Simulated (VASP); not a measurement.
# TiC3 (P-6m2) in VASP: notebook

The runs below take TiC3 through relaxation of cell and atoms, single point, with PBE.

All numbers are computed with VASP 6.6.1; they aren't measurements. Logs are shortened: lines on timing, memory, paths and dates and some standing lists are left out, and cuts for length are marked.

### 1 The cell of the first run

The structure is hexagonal, space group P-6m2 (No. 187). The conventional cell has a = 2.559 Å, b = 2.559 Å, c = 7.940 Å, α = 90.00°, β = 90.00°, γ = 120.00°. Ti (site symmetry -6m2) has 6 C at 2.42 Å and 6 Ti at 2.56 Å within 3.2 Å. Within 3.3 Å of C (site symmetry -6m2) lie 12 C at 2.53 to 2.56 Å. C (site symmetry 3m) has 3 Ti at 2.42 Å and 9 C at 2.53 to 2.56 Å within 3.2 Å.

### 2 Relaxation of cell and atoms, PBE

INCAR reads:

```
  PREC = Accurate
  ENCUT = 600
  EDIFF = 1E-6
  ISMEAR = 0
  SIGMA = 0.1
  LREAL = F
  LASPH = T
  NELM = 100
  ALGO = Normal
  ISIF = 3
  LWAVE = F
  LCHARG = F
  GGA = PE
  IBRION = 2
  NSW = 90
  EDIFFG = -0.04
```

KPOINTS reads:

```
regular mesh
0
Gamma
  6 6 2
```

POSCAR reads:

```
TiC3
1.0
    2.5589195400      0.0000000000      0.0000000000
   -1.2794597700      2.2160893300      0.0000000000
    0.0000000000      0.0000000000      7.9402714800
Ti C
1 3
Direct
    0.6666666700      0.3333333300      0.0000000000
    0.6666666700      0.3333333300      0.5000000000
    0.3333333300      0.6666666700      0.2419234500
    0.3333333300      0.6666666700      0.7580765500
```

Potentials or basis: VASP PAW PBE potentials, release 64 (Ti_sv, C).

On the command line:

```console
> cat potpaw_PBE.64/Ti_sv/POTCAR potpaw_PBE.64/C/POTCAR > POTCAR
> mpirun -np 1 vasp_std > vasp.out
```

OUTCAR:

```text
PREC = Accurate
   ENCUT = 600
   EDIFF = 1E-6
   ISMEAR = 0
   LREAL = F
   LASPH = T
   NELM = 100
   ISIF = 3
   GGA = PE
   IBRION = 2
   NSW = 90
   EDIFFG = -0.04

 ion  position               nearest neighbor table
   1  0.667  0.333  0.000-   3 2.42   4 2.42   3 2.42   4 2.42   3 2.42   4 2.42
   2  0.667  0.333  0.500-
   3  0.333  0.667  0.242-   1 2.42   1 2.42   1 2.42
   4  0.333  0.667  0.758-   1 2.42   1 2.42   1 2.42

  LATTYP: Found a hexagonal cell.
 ALAT       =     2.5589195400
 C/A-ratio  =     3.1029781734

  Lattice vectors:

 A1 = (   2.5589195400,   0.0000000000,   0.0000000000)
 A2 = (  -1.2794597700,   2.2160893300,   0.0000000000)
 A3 = (   0.0000000000,   0.0000000000,   7.9402714800)

Analysis of symmetry for initial positions (statically):
=====================================================================
 Subroutine PRICEL returns:
 Original cell was already a primitive cell.

 Routine SETGRP: Setting up the symmetry group for a
 hexagonal supercell.

 Subroutine GETGRP returns: Found 12 space group operations
 (whereof 12 operations were pure point group operations)
 out of a pool of 24 trial point group operations.

The static configuration has the point symmetry D_3h.

Analysis of symmetry for dynamics (positions and initial velocities):
=====================================================================
 Subroutine PRICEL returns:
 Original cell was already a primitive cell.

 Routine SETGRP: Setting up the symmetry group for a
 hexagonal supercell.

 Subroutine GETGRP returns: Found 12 space group operations
 (whereof 12 operations were pure point group operations)
 out of a pool of 24 trial point group operations.

The dynamic configuration has the point symmetry D_3h.

 Subroutine INISYM returns: Found 12 space group operations
 (whereof 12 operations are pure point group operations),
 and found     1 'primitive' translations

----------------------------------------------------------------------------------------

                                     Primitive cell

  volume of cell :      45.0276

  direct lattice vectors                    reciprocal lattice vectors
     2.558919540  0.000000000  0.000000000     0.390789935  0.225622674  0.000000000
    -1.279459770  2.216089330  0.000000000     0.000000000  0.451245348  0.000000000
     0.000000000  0.000000000  7.940271480     0.000000000  0.000000000  0.125940278

  length of vectors
     2.558919540  2.558919542  7.940271480     0.451245348  0.451245348  0.125940278

  position of ions in fractional coordinates (direct lattice)
[... 92 lines left out ...]
     AMIX_MAG =   1.60;   BMIX_MAG =  1.00
  volume/ion in A,a.u.               =      11.26        75.97
  Fermi-wavevector in a.u.,A,eV,Ry     =   1.327350  2.508328 23.971538  1.761858
  Thomas-Fermi vector in A             =   2.456669
   LORBIT       =      0    0 simple, 1 ext, 2 COOP (PROOUT), +10 PAW based schemes
   GGA     = PE    functional components
   LHFCALC =     F    Hartree Fock is set to
   AEXX    =    0.0000 exact exchange contribution
   IVDW    =     0    specifies the selected vdW correction
   LEPSILON=     F    determine dielectric tensor
   LRPA    =     F    only Hartree local field effects (RPA)
 conjugate gradient relaxation of ions
 non-spin polarized calculation
 Gauss-broadening in eV      SIGMA  =   0.10
  energy-cutoff  :      600.00
  volume of cell :       45.03
 maximum number of plane-waves:      1514
   NGX = 11   NGY = 11   NGZ = 31

--------------------------------------- Ionic step        1  -------------------------------------------

 number of electron      23.9999999 magnetization

 Free energy of the ion-electron system (eV)
  ---------------------------------------------------
  ext. energy  EPLUGINS =         0.00000000
  ---------------------------------------------------
  free energy    TOTEN  =       -22.49385037 eV

  energy without entropy =      -22.46621532  energy(sigma->0) =      -22.48003285

------------------------ aborting loop because EDIFF is reached ----------------------------------------

  FORCE on cell =-STRESS in cart. coord.  units (eV):
  Direction    XX          YY          ZZ          XY          YZ          ZX
  --------------------------------------------------------------------------------------
  -------------------------------------------------------------------------------------
  Total       -1.0244964     -1.0244964    -11.8783333      0.0000000     -0.0000000      0.0000000
  in kB      -36.4537134    -36.4537135   -422.6558119      0.0000000     -0.0000000      0.0000000
  external PRESSURE =    -165.1877463 kB  Pullay stress =       0.0000000 kB
[... 95 lines left out ...]
  FREE ENERGIE OF THE ION-ELECTRON SYSTEM (eV)
  ---------------------------------------------------
  free  energy   TOTEN  =       -23.9764983776 eV

  energy  without entropy=      -23.9631633998  energy(sigma->0) =      -23.96983089

 E-fermi :  10.0768     XC(G=0): -13.0213

 val. band max:       10.0561137017   @ k =   0.0000   0.0000   0.0000
 cond. band min:      10.0795853377   @ k =   0.3333   0.0000   0.5000
 fundamental gap:      0.0234716360
 Fermi energy:        10.0768010984

 k-point     1 :       0.0000    0.0000    0.0000
  band No.  band energies     occupation
      1     -45.9517      2.00000
      2     -22.5559      2.00000
      3     -21.9922      2.00000
      4     -21.9922      2.00000
      5      -7.9087      2.00000
      6       0.1459      2.00000
[... 243 lines left out ...]
      3     -22.4141      2.00000
      4     -22.3940      2.00000
      5      -3.3510      2.00000
      6      -1.6352      2.00000
[... 8 lines left out ...]
     15      12.1781      0.00000
     16      13.8925      0.00000

[... ionic steps 4 to 12 ...]

--------------------------------------- Ionic step       13  -------------------------------------------

 number of electron      24.0000004 magnetization

------------------------ aborting loop because EDIFF is reached ----------------------------------------
[... 71 lines left out ...]
--------------------------------------- Ionic step       15  -------------------------------------------

 number of electron      24.0000003 magnetization

 Free energy of the ion-electron system (eV)
  ---------------------------------------------------
  ext. energy  EPLUGINS =         0.00000000
  ---------------------------------------------------
  free energy    TOTEN  =       -30.50480694 eV

  energy without entropy =      -30.49549068  energy(sigma->0) =      -30.50014881

 E-fermi :   9.7099     XC(G=0): -12.6304

 val. band max:        9.5763099415   @ k =   0.0000   0.0000   0.0000
 cond. band min:       9.7358764657   @ k =   0.1667   0.1667   0.0000
 fundamental gap:      0.1595665242
 Fermi energy:         9.7098620063

 k-point     1 :       0.0000    0.0000    0.0000
  band No.  band energies     occupation
      1     -46.9794      2.00000
      2     -23.4457      2.00000
      3     -23.0576      2.00000
      4     -23.0576      2.00000
      5      -9.6283      2.00000
      6      -0.0215      2.00000
[... 286 lines left out ...]
  FREE ENERGIE OF THE ION-ELECTRON SYSTEM (eV)
  ---------------------------------------------------
  free  energy   TOTEN  =       -30.5048069425 eV

  energy  without entropy=      -30.4954906810  energy(sigma->0) =      -30.50014881

 reached required accuracy - stopping structural energy minimisation
```

Run time: 3.4 min. Hardware: 1 thread of AMD EPYC 7R43 (Zen 3), shared host; peak memory 0.14 GiB.

What came out:

| Property | Result |
| --- | --- |
| Free energy | -30.5048 eV |
| Relaxed volume | 8.45 Å³/atom |
| Relaxed cell | a = 3.017 Å, b = 3.017 Å, c = 4.286 Å, α = 90.00°, β = 90.00°, γ = 120.00° |
| Space group after relaxing (to 0.05 Å) | P-6m2 (No. 187) |
| Energy gained by relaxing | 2002.7 meV/atom |
| Ionic steps | 15 |
| Pressure after relaxing | 0.3 GPa |
| Largest force after relaxing | 0.004 eV/Å |
| Band gap on the k mesh | zero (band 12 reaches 11.39 eV, above the bottom of band 13 at 8.74 eV) |

Forces on the atoms (eV/Å):
```
Ti   0.000  0.000  0.000
C    0.000  0.000  0.000
C    0.000  0.000  0.004
C    0.000  0.000 -0.004
```

The path:
| step | energy change (eV) | largest force (eV/Å) | pressure (GPa) | volume (Å³) |
| --- | --- | --- | --- | --- |
| 1 | 0.0000 | 0.4861 | -16.52 | 45.03 |
| 2 | -1.3991 | 1.6218 | 5.92 | 37.63 |
| 3 | -1.4826 | 2.2016 | 14.47 | 36.25 |
| 4 | -2.5768 | 2.8804 | 9.54 | 35.70 |
| 5 | -6.7399 | 4.5002 | 29.41 | 30.94 |
| 6 | -6.8376 | 2.8598 | 7.86 | 32.49 |
| 7 | -6.9051 | 3.5205 | 17.81 | 31.60 |
| 8 | -7.9553 | 0.4458 | -2.67 | 35.47 |
| 9 | -7.9552 | 0.4878 | -2.70 | 35.44 |
| 10 | -8.0052 | 0.1193 | -2.10 | 34.50 |
| 11 | -8.0053 | 0.1534 | -2.07 | 34.45 |
| 12 | -8.0094 | 0.1846 | 1.17 | 33.76 |
| 13 | -8.0097 | 0.1850 | 0.57 | 33.88 |
| 14 | -8.0101 | 0.1382 | 0.09 | 33.70 |
| 15 | -8.0110 | 0.0037 | 0.28 | 33.79 |

Final structure:
```
CELL_PARAMETERS angstrom
3.01695 0.00000 0.00000
-1.50847 2.61275 0.00000
0.00000 0.00000 4.28630
ATOMIC_POSITIONS crystal
Ti 0.66667 0.33333 0.00000
C 0.66667 0.33333 0.50000
C 0.33333 0.66667 0.32314
C 0.33333 0.66667 0.67686
```

Levels at points of the mesh, in eV from the Fermi level:
| k point | band 10 | band 11 | band 12 | band 13 | band 14 | band 15 |
| --- | --- | --- | --- | --- | --- | --- |
| (0.00, 0.00, 0.00) | -4.24 | -0.13 | -0.13 | 0.05 | 0.05 | 1.63 |
| (0.50, 0.00, 0.00) | -5.16 | -2.95 | -1.52 | 1.61 | 2.98 | 3.07 |
| (0.00, 0.00, 0.50) | -3.80 | -2.76 | -0.97 | -0.97 | 1.73 | 1.73 |
| (0.50, 0.00, 0.50) | -4.37 | -1.87 | -1.31 | 0.56 | 2.58 | 3.39 |

Caveat: the k points lie up to 0.73 Å⁻¹ apart in the final cell; the volume moved by over 15 % at a fixed basis, so the end points are rough.

### 3 Relaxation of cell and atoms, PBE

This run uses another cell than the first one, of 8.45 Å³/atom, 0.751 times its volume.

INCAR reads:

```
SYSTEM = TiC3
PREC     = Accurate       ! precision mode
ENCUT    = 600            ! plane-wave cutoff, eV
EDIFF    = 1E-6           ! SCF threshold, eV
ISMEAR   = 0              ! smearing method
SIGMA    = 0.1            ! smearing width, eV
LREAL    = .FALSE.        ! projectors in reciprocal space
LASPH    = .TRUE.         ! aspherical terms in the spheres
NELM     = 80             ! most SCF steps
ALGO     = Normal         ! electronic algorithm
ISIF     = 3              ! what is computed and relaxed
LWAVE    = .FALSE.        ! write WAVECAR
LCHARG   = .FALSE.        ! write CHGCAR
GGA      = PE             ! functional
IBRION   = 2              ! ionic algorithm
NSW      = 90             ! ionic steps
EDIFFG   = -0.04          ! ionic threshold
```

KPOINTS reads:

```
Automatic mesh
0
G
  6 6 4
  0 0 0
```

POSCAR reads:

```
TiC3
1.0
    3.0182151874      0.0000000000      0.0000000000
   -1.5091075937      2.6138510264      0.0000000000
    0.0000000000      0.0000000000      4.2854269900
Ti C
1 3
Direct
    0.6666666667      0.3333333333      0.0000000000
    0.6666666667      0.3333333333      0.5000000000
    0.3333333333      0.6666666667      0.3234532236
    0.3333333333      0.6666666667      0.6765467764
```

Potentials or basis: VASP PAW PBE potentials, release 64 (Ti_sv, C).

On the command line:

```console
> cat potpaw_PBE.64/Ti_sv/POTCAR potpaw_PBE.64/C/POTCAR > POTCAR
> mpirun -np 1 vasp_std > vasp.out
```

Run time: 76 s. Hardware: 1 thread of AMD EPYC 7R43 (Zen 3), shared host; peak memory 0.12 GiB.

It converged, with:

* Free energy: -30.5198 eV
* Relaxed volume: 8.45 Å³/atom
* Relaxed cell: a = 3.023 Å, b = 3.023 Å, c = 4.270 Å, α = 90.00°, β = 90.00°, γ = 120.00°
* Space group after relaxing (to 0.05 Å): P-6m2 (No. 187)
* Energy gained by relaxing: 2.0 meV/atom
* Ionic steps: 5
* Pressure after relaxing: 0.1 GPa
* Largest force after relaxing: 0.007 eV/Å
* Band gap on the k mesh: zero (band 12 reaches 11.37 eV, above the bottom of band 13 at 8.65 eV)

Forces on the atoms (eV/Å):
```
Ti   0.000  0.000  0.000
C    0.000  0.000  0.000
C    0.000  0.000  0.007
C    0.000  0.000 -0.007
```

Stress tensor (GPa, compression positive):
```
0.20 0.00 0.00
0.00 0.20 0.00
0.00 0.00 0.00
```

Step by step:
```csv
step,energy change (eV),largest force (eV/Å),pressure (GPa),volume (Å³)
1,0.0000,0.5106,0.40,33.81
2,-0.0036,0.3918,-1.32,33.91
3,-0.0076,0.0165,-0.71,33.87
4,-0.0077,0.0035,0.92,33.71
5,-0.0081,0.0066,0.14,33.79
```

Final structure:
```
Ti C
1.0
     3.02279    0.00000    0.00000
    -1.51139    2.61781    0.00000
     0.00000    0.00000    4.26969
Ti C
1 3
Direct
  0.66667 0.33333 0.00000
  0.66667 0.33333 0.50000
  0.33333 0.66667 0.32003
  0.33333 0.66667 0.67997
```

Levels at points of the mesh, in eV from the Fermi level:
| k point | band 10 | band 11 | band 12 | band 13 | band 14 | band 15 |
| --- | --- | --- | --- | --- | --- | --- |
| (0.00, 0.00, 0.00) | -4.05 | -0.07 | -0.07 | 0.13 | 0.13 | 1.70 |
| (0.50, 0.00, 0.00) | -5.01 | -2.81 | -1.44 | 1.75 | 3.07 | 3.19 |
| (0.00, 0.00, 0.50) | -3.47 | -2.67 | -0.93 | -0.93 | 1.87 | 1.87 |
| (0.50, 0.00, 0.50) | -4.10 | -1.79 | -1.20 | 0.62 | 2.75 | 3.50 |

Caveat: the k points lie up to 0.40 Å⁻¹ apart in the final cell.

### 4 Single point, PBE, collinear spin, ferromagnetic start

This run uses another cell than the first one, of 8.47 Å³/atom, 0.752 times its volume.

INCAR reads:

```
PREC     = Accurate       # precision mode
ENCUT    = 520            # plane-wave cutoff, eV
EDIFF    = 1E-6           # SCF threshold, eV
ISMEAR   = 0              # smearing method
SIGMA    = 0.1            # smearing width, eV
LREAL    = False          # projectors in reciprocal space
LASPH    = True           # aspherical terms in the spheres
NELM     = 150            # most SCF steps
ALGO     = Normal         # electronic algorithm
ISIF     = 2              # what is computed and relaxed
LWAVE    = False          # write WAVECAR
LCHARG   = False          # write CHGCAR
ISPIN    = 2              # spin polarisation
MAGMOM   = 1 0 0 0        # initial moments
LORBIT   = 11             # projections on sites
LMAXMIX  = 4              # l up to which the mixer works
GGA      = PE             # functional
NBANDS   = 24             # bands
```

KPOINTS reads:

```
Automatic mesh
0
Gamma
  6 6 4
```

POSCAR reads:

```
TiC3
1.0
    3.0274690706      0.0000000000      0.0000000000
   -1.5137345353      2.6218651243      0.0000000000
    0.0000000000      0.0000000000      4.2661209349
Ti C
1 3
Direct
    0.6666666667      0.3333333333      0.0000000000
    0.6666666667      0.3333333333      0.5000000000
    0.3333333333      0.6666666667      0.3203060771
    0.3333333333      0.6666666667      0.6796939229
```

On the command line:

```console
> cat potpaw_PBE.64/Ti_sv/POTCAR potpaw_PBE.64/C/POTCAR > POTCAR
> mpirun -np 1 vasp_std > vasp.out
```

Run time: 51 s. Hardware: 1 thread of AMD EPYC 7R43 (Zen 3), shared host; peak memory 0.13 GiB.

It converged, with:

| Item | Value |
| --- | --- |
| Free energy | -30.5169 eV |
| Pressure | 0.2 GPa |
| Largest force | 0.041 eV/Å |
| Band gap on the k mesh | zero (filled and empty bands overlap) |
| Net moment | 0.00 μB per cell |
| Valence electrons inside the program's atomic spheres | Ti 10.52; C 2.20, 2.35 |

Forces on the atoms (eV/Å):
```
Ti   0.000  0.000  0.000
C    0.000  0.000  0.000
C    0.000  0.000 -0.041
C    0.000  0.000  0.041
```

Stress tensor (GPa, compression positive):
```
-0.01  0.00  0.00
 0.00 -0.01  0.00
 0.00  0.00  0.74
```

Levels at points of the mesh, in eV from the Fermi level:
Spin up:
```csv
k point,band 10,band 11,band 12,band 13,band 14,band 15
"(0.00, 0.00, 0.00)",-4.10,-0.06,-0.06,0.14,0.14,1.71
"(0.50, 0.00, 0.00)",-4.97,-2.82,-1.42,1.76,3.05,3.19
"(0.00, 0.00, 0.50)",-3.49,-2.66,-0.92,-0.92,1.86,1.86
"(0.50, 0.00, 0.50)",-4.08,-1.77,-1.20,0.64,2.76,3.49
```
Spin down:
| k point | band 8 | band 9 | band 10 | band 11 | band 12 | band 13 | band 14 | band 15 | band 16 | band 17 |
| --- | --- | --- | --- | --- | --- | --- | --- | --- | --- | --- |
| (0.00, 0.00, 0.00) | -5.03 | -5.03 | -4.10 | -0.06 | -0.06 | 0.14 | 0.14 | 1.71 | 2.88 | 3.83 |
| (0.50, 0.00, 0.00) | -6.74 | -5.99 | -4.97 | -2.82 | -1.42 | 1.76 | 3.06 | 3.19 | 3.54 | 5.37 |
| (0.00, 0.00, 0.50) | -5.20 | -3.87 | -3.49 | -2.66 | -0.92 | -0.92 | 1.86 | 1.86 | 3.22 | 3.22 |
| (0.50, 0.00, 0.50) | -7.18 | -6.27 | -4.08 | -1.77 | -1.20 | 0.64 | 2.76 | 3.49 | 3.74 | 4.46 |

Caveat: the k points lie up to 0.40 Å⁻¹ apart.

### 5 Overview

| task | spin | cell | k mesh | cutoff (eV) | gap on the mesh (eV) | pressure (GPa) | relaxed volume (Å³/atom) | largest force (eV/Å) |
| --- | --- | --- | --- | --- | --- | --- | --- | --- |
| relaxation of cell and atoms | off | relaxed from a = 2.559, b = 2.559, c = 7.940 Å, angles 90.0, 90.0, 120.0°, 4 atoms | 6 × 6 × 2 | 600 | none | 0.3 | 8.45 | - |
| relaxation of cell and atoms | off | relaxed from a = 3.018, b = 3.018, c = 4.285 Å, angles 90.0, 90.0, 120.0°, 4 atoms | 6 × 6 × 4 | 600 | none | 0.1 | 8.45 | 0.01 |
| single point | collinear, ferromagnetic start | a = 3.027, b = 3.027, c = 4.266 Å, angles 90.0, 90.0, 120.0°, 4 atoms | 6 × 6 × 4 | 520 | none | 0.2 | - | 0.04 |

Alike in all rows: level PBE; potentials or basis VASP PAW PBE potentials, release 64 (Ti_sv, C); smearing gaussian 0.1 eV.

Caveats: all runs use coarse meshes; the volume moved by over 15 % at a fixed basis, so the end points are rough (some runs).

Total energies depend on the potentials used, so only differences within one code and one set of settings carry meaning.
